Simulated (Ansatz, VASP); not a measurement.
Ti3Al: VASP beside Ansatz

```
Ti Al
1.0
     2.85552    0.00000    0.00000
    -1.42776    2.47295    0.00000
     0.00000    0.00000    9.71763
Ti Al
3 1
Direct
  0.66667 0.33333 0.00000
  0.33333 0.66667 0.76671
  0.33333 0.66667 0.23329
  0.66667 0.33333 0.50000
```

Alike in both runs: task single point; functional PBE; k mesh 15 × 15 × 6; occupations gaussian, width 0.15 eV; no spin polarisation.

|  | VASP | Ansatz |
| --- | --- | --- |
| version | VASP 6.6.1 | Ansatz 0.2.0 |
| potentials or method | VASP PAW PBE potentials, release 64 (Ti_sv, Al), cutoff 520 eV | scalar-relativistic, plane waves, PAW |
| valence electrons in the cell | 39 | 39 |

|  | VASP | Ansatz | Ansatz less VASP |
| --- | --- | --- | --- |
| gap on the k mesh at the Fermi level (eV) | none | none | - |
| pressure (GPa) | 1.4 | 1.6 | +0.21 |
| traceless stress, the component that is largest in VASP (GPa) | -7.88 | -7.94 | -0.053 |
| rms of the force components (eV/Å) | 0.445 | 0.450 | +0.0048 |

Atom by atom the forces differ by 0.005 eV/Å (rms over components). A gap of «none» marks a metal or a gap that the smearing closes.
